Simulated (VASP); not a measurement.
# CaSe (P4/mmm) in VASP: further runs

CaSe is run at these levels: PBE, r2SCAN; tasks: single point.

All numbers are computed with VASP 6.6.1; they aren't measurements. Logs are shortened: lines on timing, memory, paths and dates and some standing lists are left out, and cuts for length are marked.

### 1 The cell of the first run

Symmetry: P4/mmm, No. 123, tetragonal system. The conventional cell has a = 3.635 Å, b = 3.635 Å, c = 3.458 Å, α = 90.00°, β = 90.00°, γ = 90.00°. Ca (site symmetry 4/mmm) has 8 Se at 3.10 Å and 6 Ca at 3.46 to 3.63 Å within 4.1 Å. Se (site symmetry 4/mmm) has 8 Ca at 3.10 Å and 6 Se at 3.46 to 3.63 Å within 4.1 Å.

### 2 Single point, PBE (uniaxial z strain -4.8%)

Input file INCAR:

```
SYSTEM = CaSe
PREC = Accurate ; ENCUT = 520
EDIFF = 1E-7 ; ISMEAR = -1
SIGMA = 0.02 ; LREAL = .FALSE.
LASPH = .TRUE. ; NELM = 100
ALGO = Normal ; ISIF = 2
LWAVE = .FALSE. ; LCHARG = .FALSE.
GGA = PE ; NBANDS = 15
```

Input file KPOINTS:

```
Automatic mesh
0
G
  8 8 8
  0 0 0
```

Input file POSCAR:

```
CaSe
1.0
    3.6347849189      0.0000000000      0.0000000000
    0.0000000000      3.6347849189      0.0000000000
    0.0000000000      0.0000000000      3.4584978503
Ca Se
1 1
Direct
    0.0000000000      0.0000000000      0.0000000000
    0.5000000000      0.5000000000      0.5000000000
```

Potentials or basis: VASP PAW PBE potentials, release 64 (Ca_sv, Se).

Run with:

```console
$ cat potpaw_PBE.64/Ca_sv/POTCAR potpaw_PBE.64/Se/POTCAR > POTCAR
$ mpirun -np 1 vasp_std > vasp.out
```

OUTCAR:

```text
SYSTEM = CaSe
   PREC = Accurate
   ENCUT = 520
   EDIFF = 1E-7
   ISMEAR = -1
   LREAL = .FALSE.
   LASPH = .TRUE.
   NELM = 100
   ISIF = 2
   GGA = PE

 ion  position               nearest neighbor table
   1  0.000  0.000  0.000-
   2  0.500  0.500  0.500-

  LATTYP: Found a simple tetragonal cell.
 ALAT       =     3.6347849189
 C/A-ratio  =     0.9515000000

  Lattice vectors:

 A1 = (   3.6347849189,   0.0000000000,   0.0000000000)
 A2 = (   0.0000000000,   3.6347849189,   0.0000000000)
 A3 = (   0.0000000000,   0.0000000000,   3.4584978503)

Analysis of symmetry for initial positions (statically):
=====================================================================
 Subroutine PRICEL returns:
 Original cell was already a primitive cell.

 Routine SETGRP: Setting up the symmetry group for a
 simple tetragonal supercell.

 Subroutine GETGRP returns: Found 16 space group operations
 (whereof 16 operations were pure point group operations)
 out of a pool of 16 trial point group operations.

The static configuration has the point symmetry D_4h.

Analysis of symmetry for dynamics (positions and initial velocities):
=====================================================================
 Subroutine PRICEL returns:
 Original cell was already a primitive cell.

 Routine SETGRP: Setting up the symmetry group for a
 simple tetragonal supercell.

 Subroutine GETGRP returns: Found 16 space group operations
 (whereof 16 operations were pure point group operations)
 out of a pool of 16 trial point group operations.

The dynamic configuration has the point symmetry D_4h.

 Subroutine INISYM returns: Found 16 space group operations
 (whereof 16 operations are pure point group operations),
 and found     1 'primitive' translations

----------------------------------------------------------------------------------------

                                     Primitive cell

  volume of cell :      45.6925

  direct lattice vectors                    reciprocal lattice vectors
     3.634784919  0.000000000  0.000000000     0.275119442  0.000000000  0.000000000
     0.000000000  3.634784919  0.000000000     0.000000000  0.275119442  0.000000000
     0.000000000  0.000000000  3.458497850     0.000000000  0.000000000  0.289142872

  length of vectors
     3.634784919  3.634784919  3.458497850     0.275119442  0.275119442  0.289142872

  position of ions in fractional coordinates (direct lattice)
     0.000000000  0.000000000  0.000000000
     0.500000000  0.500000000  0.500000000

  ion indices of the primitive-cell ions
   primitive index   ion index
                 1           1
                 2           2

----------------------------------------------------------------------------------------

 KPOINTS: Automatic mesh

Automatic generation of k-mesh.
 Grid dimensions read from file:
 generate k-points for:    8    8    8

 Generating k-lattice:

  Cartesian coordinates                     Fractional coordinates (reciprocal lattice)
     0.034389930  0.000000000  0.000000000     0.125000000  0.000000000  0.000000000
     0.000000000  0.034389930  0.000000000     0.000000000  0.125000000  0.000000000
     0.000000000  0.000000000  0.036142859     0.000000000  0.000000000  0.125000000

  Length of vectors
     0.034389930  0.034389930  0.036142859

  Shift w.r.t. Gamma in fractional coordinates (k-lattice)
     0.000000000  0.000000000  0.000000000

 Subroutine IBZKPT returns following result:
 ===========================================

 Found     75 irreducible k-points:

 Following reciprocal coordinates:
            Coordinates               Weight
  0.000000  0.000000  0.000000      1.000000
  0.125000  0.000000  0.000000      4.000000
  0.250000  0.000000  0.000000      4.000000
  0.375000  0.000000  0.000000      4.000000
  0.500000  0.000000  0.000000      2.000000
  0.125000  0.125000  0.000000      4.000000
[... 16 lines left out ...]
  0.375000  0.125000  0.125000     16.000000
  0.500000  0.125000  0.125000      8.000000
 [... further k-points ...]
   k-points           NKPTS =     75   k-points in BZ     NKDIM =     75   number of bands    NBANDS=     15
   number of dos      NEDOS =    301   number of ions     NIONS =      2
   total plane-waves  NPLWV =  21952
   dimension x,y,z NGX =    28 NGY =   28 NGZ =   28
   dimension x,y,z NGXF=    56 NGYF=   56 NGZF=   56
   ions per type =               1   1
   NGX,Y,Z   is equivalent  to a cutoff of  12.81, 12.81, 13.46 a.u.
   NGXF,Y,Z  is equivalent  to a cutoff of  25.61, 25.61, 26.92 a.u.
 SYSTEM =  CaSe
   PREC   = accura    normal or accurate (medium, high low for compatibility)
   ISTART =      0    job   : 0-new  1-cont  2-samecut
   ICHARG =      2    charge: 1-file 2-atom 10-const
   ISPIN  =      1    spin polarized calculation?
   LNONCOLLINEAR =      F non collinear calculations
   LSORBIT =      F    spin-orbit coupling
   LASPH  =      T    aspherical Exc in radial PAW
   ENCUT  =  520.0 eV  38.22 Ry    6.18 a.u.   6.76  6.76  6.43*2*pi/ulx,y,z
   NELM   =    100;   NELMIN=  2; NELMDL= -5     # of ELM steps
   EDIFF  = 0.1E-06   stopping-criterion for ELM
   LREAL  =      F    real-space projection
   EDIFFG = 0.1E-05   stopping-criterion for IOM
   NSW    =      0    number of steps for IOM
   IBRION =     -1    ionic relax: 0-MD 1-quasi-New 2-CG
   NFREE  =      0    steps in history (QN), initial steepest desc. (CG)
   ISIF   =      2    stress and relaxation
   ISYM   =      2    0-nonsym 1-usesym 2-fastsym
   POTIM  = 0.5000    time-step for ionic-motion
   TEBEG  =    0.0;   TEEND  =   0.0 temperature during run
   PSTRESS=    0.0 pullay stress
   NELECT =      16.0000    total number of electrons
   NUPDOWN=      -1.0000    fix difference up-down
   EMIN   =  10.00;   EMAX   =-10.00  energy-range for DOS
   EFERMI =   0.00;   METHOD = LEGACY
   ISMEAR =    -1;   SIGMA  =   0.02  broadening in eV -4-tet -1-fermi 0-gaus
   EFERMI_NEDOS =   21; number of points for ismear=-14 and -15
   IALGO  =     38    algorithm
   IMIX   =      4    mixing-type and parameters
     AMIX     =   0.40;   BMIX     =  1.00
     AMIX_MAG =   1.60;   BMIX_MAG =  1.00
  volume/ion in A,a.u.               =      22.85       154.17
  Fermi-wavevector in a.u.,A,eV,Ry     =   1.153896  2.180546 18.115817  1.331475
  Thomas-Fermi vector in A             =   2.290536
   LORBIT       =      0    0 simple, 1 ext, 2 COOP (PROOUT), +10 PAW based schemes
   GGA     = PE    functional components
   LHFCALC =     F    Hartree Fock is set to
   AEXX    =    0.0000 exact exchange contribution
   IVDW    =     0    specifies the selected vdW correction
   LEPSILON=     F    determine dielectric tensor
   LRPA    =     F    only Hartree local field effects (RPA)
 non-spin polarized calculation
  energy-cutoff  :      520.00
  volume of cell :       45.69
 maximum number of plane-waves:      1253
 NGX is ok and might be reduce to    28
   NGX = 13   NGY = 13   NGZ = 13

 number of electron      16.0000004 magnetization

 Free energy of the ion-electron system (eV)
  ---------------------------------------------------
  ext. energy  EPLUGINS =         0.00000000
  ---------------------------------------------------
  free energy    TOTEN  =        -8.72789987 eV

  energy without entropy =       -8.72788717  energy(sigma->0) =       -8.72789352

 E-fermi :   5.1219     XC(G=0):  -9.7977

 val. band max:        5.0393135471   @ k =   0.5000   0.5000   0.0000
 cond. band min:       5.2045291622   @ k =   0.5000   0.5000   0.0000
 fundamental gap:      0.1652156151
 Fermi energy:         5.1219220591

 k-point     1 :       0.0000    0.0000    0.0000
  band No.  band energies     occupation
      1     -36.5666      2.00000
      2     -17.5042      2.00000
      3     -17.5042      2.00000
      4     -17.4976      2.00000
      5      -8.6148      2.00000
      6       3.5578      2.00000
      7       3.5578      2.00000
      8       4.2379      2.00000
      9       5.5656      0.00000
     10       5.6071      0.00000
     11       7.1339      0.00000
     12       8.9858      0.00000
     13       9.2266      0.00000
     14       9.2266      0.00000
     15      13.8746      0.00000

 k-point     2 :       0.1250    0.0000    0.0000
  band No.  band energies     occupation
      1     -36.5646      2.00000
      2     -17.5339      2.00000
      3     -17.5014      2.00000
      4     -17.4952      2.00000
      5      -8.5141      2.00000
      6       2.4918      2.00000
      7       3.5161      2.00000
      8       4.2025      2.00000
      9       5.7078      0.00000
     10       6.2546      0.00000
     11       7.8525      0.00000
     12       9.1022      0.00000
     13       9.2593      0.00000
     14       9.3180      0.00000
     15      13.4548      0.00000

 k-point     3 :       0.2500    0.0000    0.0000
  band No.  band energies     occupation
      1     -36.5600      2.00000
      2     -17.6047      2.00000
      3     -17.4946      2.00000
      4     -17.4892      2.00000
      5      -8.2543      2.00000
      6       0.9918      2.00000
      7       3.4153      2.00000
      8       4.1156      2.00000
      9       6.0098      0.00000
     10       7.1997      0.00000
     11       9.1977      0.00000
     12       9.3405      0.00000
     13       9.4497      0.00000
     14       9.5902      0.00000
     15      12.4623      0.00000

 k-point     4 :       0.3750    0.0000    0.0000
  band No.  band energies     occupation
      1     -36.5553      2.00000
      2     -17.6740      2.00000
      3     -17.4878      2.00000
      4     -17.4832      2.00000
      5      -7.9642      2.00000
      6      -0.1086      2.00000
      7       3.3148      2.00000
      8       4.0273      2.00000
      9       6.3678      0.00000
     10       8.3712      0.00000
     11       9.4250      0.00000
     12       9.9252      0.00000
     13       9.9654      0.00000
     14       9.9730      0.00000
     15      11.5643      0.00000
[... 307 lines left out ...]
 k-point    22 :       0.2500    0.1250    0.1250
  band No.  band energies     occupation
      1     -36.5547      2.00000
      2     -17.5940      2.00000
      3     -17.5276      2.00000
      4     -17.5162      2.00000
      5      -8.0916      2.00000
      6       1.1975      2.00000
      7       2.7599      2.00000
      8       3.2580      2.00000
      9       6.6548      0.00000
     10       7.6746      0.00000
     11       8.4490      0.00000
     12       9.2124      0.00000
     13       9.4915      0.00000
     14      10.7556      0.00000
     15      13.2741      0.00000

 k-point    23 :       0.3750    0.1250    0.1250
  band No.  band energies     occupation
      1     -36.5501      2.00000
      2     -17.6597      2.00000
      3     -17.5204      2.00000
      4     -17.5087      2.00000
      5      -7.8456      2.00000
      6       0.1834      2.00000
      7       2.8300      2.00000
      8       3.4195      2.00000
      9       6.6681      0.00000
     10       8.3516      0.00000
     11       8.5719      0.00000
     12       9.3582      0.00000
     13      10.0213      0.00000
     14      11.0017      0.00000
     15      12.4855      0.00000

 k-point    24 :       0.5000    0.1250    0.1250
  band No.  band energies     occupation
      1     -36.5482      2.00000
      2     -17.6866      2.00000
      3     -17.5173      2.00000
      4     -17.5055      2.00000
      5      -7.7351      2.00000
      6      -0.1930      2.00000
      7       2.8461      2.00000
      8       3.4996      2.00000
      9       6.6894      0.00000
     10       8.5317      0.00000
     11       8.6134      0.00000
     12       9.6012      0.00000
     13      10.3039      0.00000
     14      11.2730      0.00000
     15      11.8190      0.00000

 [... further k-points ...]
[... 5 lines left out ...]
  --------------------------------------------------------------------------------------
  -------------------------------------------------------------------------------------
  Total        0.2855648      0.2855648      2.7208464      0.0000000     -0.0000000      0.0000000
  in kB       10.0131402     10.0131402     95.4046756      0.0000000     -0.0000000      0.0000000
  external PRESSURE =      38.4769853 kB  Pullay stress =       0.0000000 kB

 VOLUME and BASIS-vectors are now :
 -----------------------------------------------------------------------------
  energy-cutoff  :      520.00
  volume of cell :       45.69
      direct lattice vectors                 reciprocal lattice vectors
     3.634784919  0.000000000  0.000000000     0.275119442  0.000000000  0.000000000
     0.000000000  3.634784919  0.000000000     0.000000000  0.275119442  0.000000000
     0.000000000  0.000000000  3.458497850     0.000000000  0.000000000  0.289142872

 POSITION                                       TOTAL-FORCE (eV/Angst)
 -----------------------------------------------------------------------------------
      0.00000      0.00000      0.00000         0.000000      0.000000      0.000000
      1.81739      1.81739      1.72925         0.000000      0.000000      0.000000
 -----------------------------------------------------------------------------------
    total drift:                               -0.000000      0.000000      0.000000

  FREE ENERGIE OF THE ION-ELECTRON SYSTEM (eV)
  ---------------------------------------------------
  free  energy   TOTEN  =        -8.7278998716 eV

  energy  without entropy=       -8.7278871665  energy(sigma->0) =       -8.72789352
```

Run time: 20 s. Hardware: 1 thread of Intel Xeon 6975P-C (Granite Rapids), shared host; peak memory 0.18 GiB.

Results:

```yaml
Free_energy: -8.7279 eV
Pressure: 3.8 GPa
Band_gap_on_the_k_mesh: 0.17 eV
```

Stress tensor (GPa, compression positive):
```
1.00 0.00 0.00
0.00 1.00 0.00
0.00 0.00 9.54
```

Caveat: the cell differs from its parent crystal (uniaxial z strain -4.8%); the cell stands under pressure. A k mesh can miss the band edges.

(Part 1 of 3 ends here.)
